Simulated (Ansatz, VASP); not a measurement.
## Hf2TaO3: VASP beside Ansatz

Contents of INCAR:

```
SYSTEM = Hf2TaO3
ALGO     = Normal         ! electronic algorithm
EDIFF    = 1E-6           ! SCF threshold, eV
ENCUT    = 520            ! plane-wave cutoff, eV
GGA      = PE             ! functional
ISIF     = 2              ! what is computed and relaxed
ISMEAR   = 0              ! smearing method
ISPIN    = 2              ! spin polarisation
LASPH    = .TRUE.         ! aspherical terms in the spheres
LCHARG   = .FALSE.        ! write CHGCAR
LMAXMIX  = 4              ! l up to which the mixer works
LORBIT   = 11             ! projections on sites
LREAL    = .FALSE.        ! projectors in reciprocal space
LWAVE    = .FALSE.        ! write WAVECAR
MAGMOM   = 0 0 1 0 0 0    ! initial moments
NBANDS   = 38             ! bands
NELM     = 150            ! most SCF steps
PREC     = Accurate       ! precision mode
SIGMA    = 0.1            ! smearing width, eV
```

Contents of KPOINTS:

```
k-points
0
G
  6 6 2
  0 0 0
```

The input POSCAR:

```
Hf2TaO3
1.0
    3.2385197800      0.0000000000      0.0000000000
    0.0000000000      3.2385197800      0.0000000000
    0.0000000000      0.0000000000      7.8945164600
Hf Ta O
2 1 3
Direct
    0.0000000000      0.0000000000      0.0094770000
    0.5000000000      0.5000000000      0.4938240100
    0.5000000000      0.5000000000      0.1658110000
    0.0000000000      0.0000000000      0.6709480300
    0.0000000000      0.0000000000      0.3257620000
    0.5000000000      0.5000000000      0.8341779700
```

Input for Ansatz:

```yaml
crystal:
  lattice:
    - [3.23851978, 0.0, 0.0]
    - [0.0, 3.23851978, 0.0]
    - [0.0, 0.0, 7.89451646]
  atoms:
    - { symbol: Hf, position: [0.0, 0.0, 0.009477] }
    - { symbol: Hf, position: [0.5, 0.5, 0.49382401] }
    - { symbol: Ta, position: [0.5, 0.5, 0.165811], spin: 1.0 }
    - { symbol: O, position: [0.0, 0.0, 0.67094803] }
    - { symbol: O, position: [0.0, 0.0, 0.325762] }
    - { symbol: O, position: [0.5, 0.5, 0.83417797] }
basis:
  ecutwfc: 420
kpoints:
  mp_grid: { grid: [6, 6, 2] }
hamiltonian:
  xc: pbe
scf:
  occupations: { method: gaussian, width: 0.1 }
  lower_state_search: "off"
output:
  forces: true
  stress: true
  eigenvalues: true
  populations: true
magnetization:
  spin_polarized: true
```

Change from the starting cell: species swapped into the Dy2CuAg3 type (P4mm, No. 99).

Alike in both runs: task single point; functional PBE; k mesh 6 × 6 × 2; occupations gaussian, width 0.1 eV; collinear spin.

```csv
,VASP,Ansatz
version,VASP 6.6.1,Ansatz 0.2.0
potentials or method,"VASP PAW PBE potentials, release 64 (Hf_pv, Ta_pv, O), cutoff 520 eV","scalar-relativistic, plane waves, PAW"
valence electrons in the cell,49,83
```

Ansatz gave:

| Item | Value |
| --- | --- |
| gap on the k mesh at the Fermi level (eV) | none |
| pressure (GPa) | 0.0 |
| traceless stress, the component that is largest in VASP (GPa) | -5.78 |
| rms of the force components (eV/Å) | 3.287 |
| net moment per atom (μB) | 0.20 |
| size of the moment on the site where the two differ most (μB) | 0.45 |

Problem. Estimate VASP's values.

Solution. gap on the k mesh at the Fermi level (eV): none; pressure (GPa): -0.8; traceless stress, the component that is largest in VASP (GPa): -5.93; rms of the force components (eV/Å): 3.282; net moment per atom (μB): 0.20; size of the moment on the site where the two differ most (μB): 0.56.

Site moments also hang on the region over which each program counts them. Atom by atom the forces differ by 0.011 eV/Å (rms over components). A gap of «none» marks a metal or a gap that the smearing closes. The functional is the same, so the differences come from potentials, cutoffs and numerics. VASP's potentials hold 49 valence electrons a cell and Ansatz's 83, so a difference there can come from the potentials and not from the codes.

The k mesh is coarse, so the values compare programs but aren't converged. Neither program's run includes spin-orbit coupling.
